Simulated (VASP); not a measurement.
## MgS (a.bA): single point with PBEsol

MgS (a.bA):

```xyz
2
Lattice="0.0000 2.5909 2.5909 2.5909 0.0000 2.5909 2.5909 2.5909 0.0000" Properties=species:S:1:pos:R:3 pbc="T T T"
Mg    0.0000    0.0000    0.0000
S     2.5909    2.5909    2.5909
```

```
Program                : VASP 6.6.1
Task                   : single point
Functional             : PBEsol
Potentials or basis    : VASP PAW PBE potentials, release 64 (Mg, S)
Cutoff                 : 600 eV
k mesh                 : 8 × 8 × 8
Occupations            : gaussian, width 0.02 eV
Spin                   : no spin polarisation
Dipole correction      : no
Further INCAR settings : ALGO = Normal; EDIFF = 1e-06; NBANDS = 11
```

```
Pressure               : -0.2 GPa
Band gap on the k mesh : 2.73 eV, indirect (least direct gap 3.69 eV)
```

Levels at points of the mesh, in eV from the valence-band top:
```tsv
k point	band 2	band 3	band 4	band 5	band 6	band 7
(0.00, 0.00, 0.00)	0.00	0.00	0.00	3.69	7.85	7.85
(0.50, 0.00, 0.00)	-4.96	-0.61	-0.61	4.42	6.84	6.84
(0.50, 0.50, 0.00)	-4.33	-1.74	-1.74	2.73	4.20	11.99
```

Run time: 12 s on 1 thread of Intel Xeon 6975P-C, on a shared host, peak memory 0.17 GiB.

Caveat: the PAW data sets were made with another functional, which shifts forces and pressure a little. A k mesh can miss the band edges.
